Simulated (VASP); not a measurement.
# AlRu (Pm-3m) in VASP: notebook

The runs below take AlRu through single point, with r2SCAN.

Program: VASP 6.6.1. These are calculated values, not measurements. Logs are shortened: lines on timing, memory, paths and dates and some standing lists are left out, and cuts for length are marked.

### Step 1. The cell of the first run

The structure is cubic, space group Pm-3m (No. 221). Conventional cell: a = 2.931 Å, b = 2.931 Å, c = 2.931 Å, α = 90.00°, β = 90.00°, γ = 90.00°. Al (site symmetry m-3m) has 8 Ru at 2.54 Å and 6 Al at 2.93 Å within 3.3 Å. Within 3.3 Å of Ru (site symmetry m-3m) lie 8 Al at 2.54 Å and 6 Ru at 2.93 Å.

### Step 2. Single point, r2SCAN

File POSCAR:

```
AlRu
1.0
    2.9305298028      0.0000000000      0.0000000000
    0.0000000000      2.9305298028      0.0000000000
    0.0000000000      0.0000000000      2.9305298028
Al Ru
1 1
Direct
    0.0000000000      0.0000000000      0.0000000000
    0.5000000000      0.5000000000      0.5000000000
```

File INCAR.step1:

```
SYSTEM = AlRu
ALGO = Normal
EDIFF = 1E-4
ENCUT = 520
GGA = PE
ISMEAR = -1
LASPH = .True.
LCHARG = .False.
LREAL = .False.
LWAVE = .True.
NBANDS = 16
NELM = 100
PREC = Accurate
SIGMA = 0.15
```

File INCAR.step2:

```
SYSTEM = AlRu
ALGO = Normal
EDIFF = 1E-6
ENCUT = 520
ISIF = 2
ISMEAR = -1
ISTART = 1
LASPH = .True.
LCHARG = .True.
LELF = .True.
LMIXTAU = .True.
LREAL = .False.
LVHAR = .True.
LWAVE = .False.
METAGGA = R2SCAN
NBANDS = 16
NELM = 100
PREC = Accurate
SIGMA = 0.15
```

File KPOINTS:

```
k-points
0
Gamma
  10 10 10
  0 0 0
```

Potentials or basis: VASP PAW PBE potentials, release 64 (Al, Ru_pv).

Run with:

```sh
> cat potpaw_PBE.64/Al/POTCAR potpaw_PBE.64/Ru_pv/POTCAR > POTCAR
> cp INCAR.step1 INCAR
> mpirun -np 1 vasp_std > vasp.out
> cp INCAR.step2 INCAR
> mpirun -np 1 vasp_std > vasp.out
```

OUTCAR:

```text
SYSTEM = AlRu
   EDIFF = 1E-6
   ENCUT = 520
   ISIF = 2
   ISMEAR = -1
   ISTART = 1
   LASPH = .True.
   LREAL = .False.
   METAGGA = R2SCAN
   NELM = 100
   PREC = Accurate

 ion  position               nearest neighbor table
   1  0.000  0.000  0.000-   2 2.54   2 2.54   2 2.54   2 2.54   2 2.54   2 2.54   2 2.54   2 2.54

   2  0.500  0.500  0.500-   1 2.54   1 2.54   1 2.54   1 2.54   1 2.54   1 2.54   1 2.54   1 2.54

  LATTYP: Found a simple cubic cell.
 ALAT       =     2.9305298028

  Lattice vectors:

 A1 = (   2.9305298028,   0.0000000000,   0.0000000000)
 A2 = (   0.0000000000,   2.9305298028,   0.0000000000)
 A3 = (   0.0000000000,   0.0000000000,   2.9305298028)

Analysis of symmetry for initial positions (statically):
=====================================================================
 Subroutine PRICEL returns:
 Original cell was already a primitive cell.

 Routine SETGRP: Setting up the symmetry group for a
 simple cubic supercell.

 Subroutine GETGRP returns: Found 48 space group operations
 (whereof 48 operations were pure point group operations)
 out of a pool of 48 trial point group operations.

The static configuration has the point symmetry O_h .

Analysis of symmetry for dynamics (positions and initial velocities):
=====================================================================
 Subroutine PRICEL returns:
 Original cell was already a primitive cell.

 Routine SETGRP: Setting up the symmetry group for a
 simple cubic supercell.

 Subroutine GETGRP returns: Found 48 space group operations
 (whereof 48 operations were pure point group operations)
 out of a pool of 48 trial point group operations.

The dynamic configuration has the point symmetry O_h .

 Subroutine INISYM returns: Found 48 space group operations
 (whereof 48 operations are pure point group operations),
 and found     1 'primitive' translations

----------------------------------------------------------------------------------------

                                     Primitive cell

  volume of cell :      25.1674

  direct lattice vectors                    reciprocal lattice vectors
     2.930529803  0.000000000  0.000000000     0.341235226  0.000000000  0.000000000
     0.000000000  2.930529803  0.000000000     0.000000000  0.341235226  0.000000000
     0.000000000  0.000000000  2.930529803     0.000000000  0.000000000  0.341235226

  length of vectors
     2.930529803  2.930529803  2.930529803     0.341235226  0.341235226  0.341235226

  position of ions in fractional coordinates (direct lattice)
     0.000000000  0.000000000  0.000000000
     0.500000000  0.500000000  0.500000000

  ion indices of the primitive-cell ions
   primitive index   ion index
                 1           1
                 2           2

----------------------------------------------------------------------------------------

 KPOINTS: k-points

Automatic generation of k-mesh.
 Grid dimensions read from file:
 generate k-points for:   10   10   10

 Generating k-lattice:

  Cartesian coordinates                     Fractional coordinates (reciprocal lattice)
     0.034123523  0.000000000  0.000000000     0.100000000  0.000000000  0.000000000
     0.000000000  0.034123523  0.000000000     0.000000000  0.100000000  0.000000000
     0.000000000  0.000000000  0.034123523     0.000000000  0.000000000  0.100000000

  Length of vectors
     0.034123523  0.034123523  0.034123523

  Shift w.r.t. Gamma in fractional coordinates (k-lattice)
     0.000000000  0.000000000  0.000000000

 Subroutine IBZKPT returns following result:
 ===========================================

 Found     56 irreducible k-points:

 Following reciprocal coordinates:
            Coordinates               Weight
  0.000000  0.000000  0.000000      1.000000
  0.100000  0.000000  0.000000      6.000000
  0.200000  0.000000  0.000000      6.000000
  0.300000  0.000000  0.000000      6.000000
  0.400000  0.000000  0.000000      6.000000
  0.500000  0.000000  0.000000      3.000000
[... 16 lines left out ...]
  0.200000  0.100000  0.100000     24.000000
  0.300000  0.100000  0.100000     24.000000
 [... further k-points ...]
   k-points           NKPTS =     56   k-points in BZ     NKDIM =     56   number of bands    NBANDS=     16
   number of dos      NEDOS =    301   number of ions     NIONS =      2
   total plane-waves  NPLWV =  13824
   dimension x,y,z NGX =    24 NGY =   24 NGZ =   24
   dimension x,y,z NGXF=    48 NGYF=   48 NGZF=   48
   ions per type =               1   1
   NGX,Y,Z   is equivalent  to a cutoff of  13.61, 13.61, 13.61 a.u.
   NGXF,Y,Z  is equivalent  to a cutoff of  27.23, 27.23, 27.23 a.u.
 SYSTEM =  AlRu
   PREC   = accura    normal or accurate (medium, high low for compatibility)
   ISTART =      1    job   : 0-new  1-cont  2-samecut
   ICHARG =      0    charge: 1-file 2-atom 10-const
   ISPIN  =      1    spin polarized calculation?
   LNONCOLLINEAR =      F non collinear calculations
   LSORBIT =      F    spin-orbit coupling
   LASPH  =      T    aspherical Exc in radial PAW
   ENCUT  =  520.0 eV  38.22 Ry    6.18 a.u.   5.45  5.45  5.45*2*pi/ulx,y,z
   NELM   =    100;   NELMIN=  2; NELMDL=  0     # of ELM steps
   EDIFF  = 0.1E-05   stopping-criterion for ELM
   LREAL  =      F    real-space projection
   EDIFFG = 0.1E-04   stopping-criterion for IOM
   NSW    =      0    number of steps for IOM
   IBRION =     -1    ionic relax: 0-MD 1-quasi-New 2-CG
   NFREE  =      0    steps in history (QN), initial steepest desc. (CG)
   ISIF   =      2    stress and relaxation
   ISYM   =      2    0-nonsym 1-usesym 2-fastsym
   POTIM  = 0.5000    time-step for ionic-motion
   TEBEG  =    0.0;   TEEND  =   0.0 temperature during run
   PSTRESS=    0.0 pullay stress
   NELECT =      17.0000    total number of electrons
   NUPDOWN=      -1.0000    fix difference up-down
   EMIN   =  10.00;   EMAX   =-10.00  energy-range for DOS
   EFERMI =   0.00;   METHOD = LEGACY
   ISMEAR =    -1;   SIGMA  =   0.15  broadening in eV -4-tet -1-fermi 0-gaus
   EFERMI_NEDOS =   21; number of points for ismear=-14 and -15
   IALGO  =     38    algorithm
   IMIX   =      4    mixing-type and parameters
     AMIX     =   0.40;   BMIX     =  1.00
     AMIX_MAG =   1.60;   BMIX_MAG =  1.00
  volume/ion in A,a.u.               =      12.58        84.92
  Fermi-wavevector in a.u.,A,eV,Ry     =   1.436410  2.714421 28.072531  2.063273
  Thomas-Fermi vector in A             =   2.555601
   LORBIT       =      0    0 simple, 1 ext, 2 COOP (PROOUT), +10 PAW based schemes
   METAGGA = R2SCAN    functional components
   LHFCALC =     F    Hartree Fock is set to
   AEXX    =    0.0000 exact exchange contribution
   IVDW    =     0    specifies the selected vdW correction
   LEPSILON=     F    determine dielectric tensor
   LRPA    =     F    only Hartree local field effects (RPA)
 non-spin polarized calculation
  energy-cutoff  :      520.00
  volume of cell :       25.17
 maximum number of plane-waves:       697
 NGX is ok and might be reduce to    24
   NGX = 11   NGY = 11   NGZ = 11

 number of electron      17.0000003 magnetization

 Free energy of the ion-electron system (eV)
  ---------------------------------------------------
  ext. energy  EPLUGINS =         0.00000000
  ---------------------------------------------------
  free energy    TOTEN  =       -33.61222464 eV

  energy without entropy =      -33.51821654  energy(sigma->0) =      -33.56522059

 E-fermi :  11.5127     XC(G=0): -13.9656

 val. band max:       11.4879830998   @ k =   0.1000   0.1000   0.0000
 cond. band min:      11.5174958367   @ k =   0.2000   0.1000   0.0000
 fundamental gap:      0.0295127369
 Fermi energy:        11.5127422812

 k-point     1 :       0.0000    0.0000    0.0000
  band No.  band energies     occupation
      1     -31.6279      2.00000
      2     -31.6279      2.00000
      3     -31.6279      2.00000
      4       0.9205      2.00000
      5       7.4153      2.00000
      6       7.4153      2.00000
[... 8 lines left out ...]
     15      23.3241      0.00000
     16      29.2032      0.00000

 k-point     2 :       0.1000    0.0000    0.0000
  band No.  band energies     occupation
      1     -31.6562      2.00000
      2     -31.6255      2.00000
      3     -31.6255      2.00000
      4       1.1348      2.00000
      5       7.4920      2.00000
      6       7.4944      2.00000
[... 8 lines left out ...]
     15      24.0964      0.00000
     16      29.8127      0.00000

 k-point     3 :       0.2000    0.0000    0.0000
  band No.  band energies     occupation
      1     -31.7298      2.00000
      2     -31.6191      2.00000
      3     -31.6191      2.00000
      4       1.7556      2.00000
      5       7.6053      2.00000
      6       7.7120      2.00000
[... 8 lines left out ...]
     15      25.2089      0.00000
     16      30.4751      0.00000

 k-point     4 :       0.3000    0.0000    0.0000
  band No.  band energies     occupation
      1     -31.8198      2.00000
      2     -31.6113      2.00000
      3     -31.6113      2.00000
      4       2.7207      2.00000
      5       7.4127      2.00000
      6       8.0054      2.00000
[... 8 lines left out ...]
     15      25.9062      0.00000
     16      28.6419      0.00000
[... 324 lines left out ...]
 k-point    22 :       0.1000    0.1000    0.1000
  band No.  band energies     occupation
      1     -31.6537      2.00000
      2     -31.6497      2.00000
      3     -31.6497      2.00000
      4       1.5533      2.00000
      5       7.6574      2.00000
      6       7.6574      2.00000
[... 8 lines left out ...]
     15      23.9803      0.00000
     16      30.7656      0.00000

 k-point    23 :       0.2000    0.1000    0.1000
  band No.  band energies     occupation
      1     -31.7241      2.00000
      2     -31.6455      2.00000
      3     -31.6432      2.00000
      4       2.1519      2.00000
      5       7.7983      2.00000
      6       7.8637      2.00000
[... 8 lines left out ...]
     15      25.6481      0.00000
     16      29.3329      0.00000

 k-point    24 :       0.3000    0.1000    0.1000
  band No.  band energies     occupation
      1     -31.8133      2.00000
      2     -31.6371      2.00000
      3     -31.6351      2.00000
      4       3.0768      2.00000
      5       7.5563      2.00000
      6       8.1540      2.00000
[... 8 lines left out ...]
     15      26.7149      0.00000
     16      27.5181      0.00000

 [... further k-points ...]

------------------------ aborting loop because EDIFF is reached ----------------------------------------

  FORCE on cell =-STRESS in cart. coord.  units (eV):
  Direction    XX          YY          ZZ          XY          YZ          ZX
  --------------------------------------------------------------------------------------
  -------------------------------------------------------------------------------------
  Total        2.1435985      2.1435985      2.1435985      0.0000000     -0.0000000      0.0000000
  in kB      136.4632148    136.4632148    136.4632148      0.0000000     -0.0000000      0.0000000
  external PRESSURE =     136.4632148 kB  Pullay stress =       0.0000000 kB

 VOLUME and BASIS-vectors are now :
 -----------------------------------------------------------------------------
  energy-cutoff  :      520.00
  volume of cell :       25.17
      direct lattice vectors                 reciprocal lattice vectors
     2.930529803  0.000000000  0.000000000     0.341235226  0.000000000  0.000000000
     0.000000000  2.930529803  0.000000000     0.000000000  0.341235226  0.000000000
     0.000000000  0.000000000  2.930529803     0.000000000  0.000000000  0.341235226

 POSITION                                       TOTAL-FORCE (eV/Angst)
 -----------------------------------------------------------------------------------
      0.00000      0.00000      0.00000         0.000000      0.000000      0.000000
      1.46526      1.46526      1.46526         0.000000      0.000000      0.000000
 -----------------------------------------------------------------------------------
    total drift:                                0.000000     -0.000000     -0.000000

  FREE ENERGIE OF THE ION-ELECTRON SYSTEM (eV)
  ---------------------------------------------------
  free  energy   TOTEN  =       -33.6122246399 eV

  energy  without entropy=      -33.5182165384  energy(sigma->0) =      -33.56522059
```

It used 65 s of CPU time on 1 thread of AMD EPYC 7R13 Processor (Zen 3), with other jobs on the host.

Results:

```yaml
Free_energy: -33.6122 eV
Pressure: 13.6 GPa
```

Levels at points of the mesh, in eV from the Fermi level:
| k point | band 7 | band 8 | band 9 | band 10 | band 11 | band 12 |
| --- | --- | --- | --- | --- | --- | --- |
| (0.00, 0.00, 0.00) | 0.14 | 0.14 | 0.14 | 6.79 | 6.79 | 6.79 |
| (0.50, 0.00, 0.00) | -1.88 | -1.88 | 0.43 | 2.71 | 7.64 | 10.38 |
| (0.50, 0.50, 0.00) | -1.56 | -1.43 | -1.43 | 1.84 | 6.05 | 7.39 |
| (0.50, 0.50, 0.50) | 1.95 | 1.95 | 3.56 | 4.44 | 4.44 | 4.44 |

Caveat: the PAW data sets were made with another functional, which shifts forces and pressure a little.

### Step 3. Single point, r2SCAN

This run uses another cell than the first one, of 12.85 Å³/atom, 1.021 times its volume.

File POSCAR:

```
AlRu
1.0
    2.9511680166      0.0000000000      0.0000000000
    0.0000000000      2.9511680166      0.0000000000
    0.0000000000      0.0000000000      2.9511680166
Al Ru
1 1
Direct
    0.0000000000      0.0000000000      0.0000000000
    0.5000000000      0.5000000000      0.5000000000
```

File INCAR.step1:

```
ALGO = Normal ; EDIFF = 1E-4
ENCUT = 520 ; GGA = PE
ISMEAR = -1 ; LASPH = T
LCHARG = F ; LREAL = F
LWAVE = T ; NBANDS = 16
NELM = 80 ; PREC = Accurate
SIGMA = 0.15
```

File INCAR.step2:

```
ALGO = Normal ; EDIFF = 1E-7
ENCUT = 520 ; ISIF = 2
ISMEAR = -1 ; ISTART = 1
LASPH = T ; LCHARG = F
LMIXTAU = T ; LREAL = F
LWAVE = F ; METAGGA = R2SCAN
NBANDS = 16 ; NELM = 80
PREC = Accurate ; SIGMA = 0.15
```

File KPOINTS:

```
k-points
0
Gamma
  10 10 10
```

Potentials or basis: VASP PAW PBE potentials, release 64 (Al, Ru_pv).

Run with:

```sh
> cat potpaw_PBE.64/Al/POTCAR potpaw_PBE.64/Ru_pv/POTCAR > POTCAR
> cp INCAR.step1 INCAR
> mpirun -np 1 vasp_std > vasp.out
> cp INCAR.step2 INCAR
> mpirun -np 1 vasp_std > vasp.out
```

It used 67 s of CPU time on 1 thread of AMD EPYC 7R13 Processor (Zen 3) (shared host).

Results (log left out):

```
Free energy : -33.6486 eV
Pressure    : 8.0 GPa
```

Levels at points of the mesh, in eV from the Fermi level:
```
           k point  band 6  band 7  band 8  band 9  band 10  band 11  band 12  band 13
(0.00, 0.00, 0.00)   -3.97    0.13    0.13    0.13     6.68     6.68     6.68    10.36
(0.50, 0.00, 0.00)   -3.04   -1.83   -1.83    0.42     2.63     7.66    10.36    11.79
(0.50, 0.50, 0.00)   -1.55   -1.55   -1.38   -1.38     1.78     5.90     7.15    10.36
(0.50, 0.50, 0.50)   -5.21    1.89    1.89    3.42     4.38     4.38     4.38     9.33
```

Caveat: the PAW data sets were made with another functional, which shifts forces and pressure a little.

### Step 4. Single point, r2SCAN

This run uses another cell than the first one, of 13.12 Å³/atom, 1.043 times its volume.

File POSCAR:

```
AlRu
1.0
    2.9715215427      0.0000000000      0.0000000000
    0.0000000000      2.9715215427      0.0000000000
    0.0000000000      0.0000000000      2.9715215427
Al Ru
1 1
Direct
    0.0000000000      0.0000000000      0.0000000000
    0.5000000000      0.5000000000      0.5000000000
```

File INCAR.step1:

```
PREC = Accurate
ENCUT = 520
ISMEAR = -1
SIGMA = 0.15
LREAL = F
LASPH = T
NELM = 80
NBANDS = 16
GGA = PE
ALGO = Normal
EDIFF = 1E-4
LWAVE = T
LCHARG = F
```

File INCAR.step2:

```
PREC = Accurate
ENCUT = 520
EDIFF = 1E-6
ISMEAR = -1
SIGMA = 0.15
LREAL = F
LASPH = T
NELM = 80
ALGO = Normal
ISIF = 2
LWAVE = F
LCHARG = F
METAGGA = R2SCAN
LMIXTAU = T
NBANDS = 16
ISTART = 1
```

File KPOINTS:

```
Automatic mesh
0
Gamma
  10 10 10
```

Run with:

```sh
> cat potpaw_PBE.64/Al/POTCAR potpaw_PBE.64/Ru_pv/POTCAR > POTCAR
> cp INCAR.step1 INCAR
> mpirun -np 1 vasp_std > vasp.out
> cp INCAR.step2 INCAR
> mpirun -np 1 vasp_std > vasp.out
```

Run time: 94 s. Hardware: 1 thread of AMD EPYC 7R13 (Zen 3), shared host; peak memory 0.13 GiB.

It converged, with:

```yaml
Free_energy: -33.6671 eV
Pressure: 3.0 GPa
```

Levels at points of the mesh, in eV from the Fermi level:
```csv
k point,band 6,band 7,band 8,band 9,band 10,band 11,band 12,band 13
"(0.00, 0.00, 0.00)",-3.84,0.13,0.13,0.13,6.57,6.57,6.57,10.33
"(0.50, 0.00, 0.00)",-2.94,-1.78,-1.78,0.40,2.54,7.68,10.33,11.68
"(0.50, 0.50, 0.00)",-1.54,-1.54,-1.34,-1.34,1.73,5.75,6.93,10.34
"(0.50, 0.50, 0.50)",-5.08,1.83,1.83,3.29,4.33,4.33,4.33,9.12
```

Caveat: the PAW data sets were made with another functional, which shifts forces and pressure a little.

(Continued in part 2 of 2.)
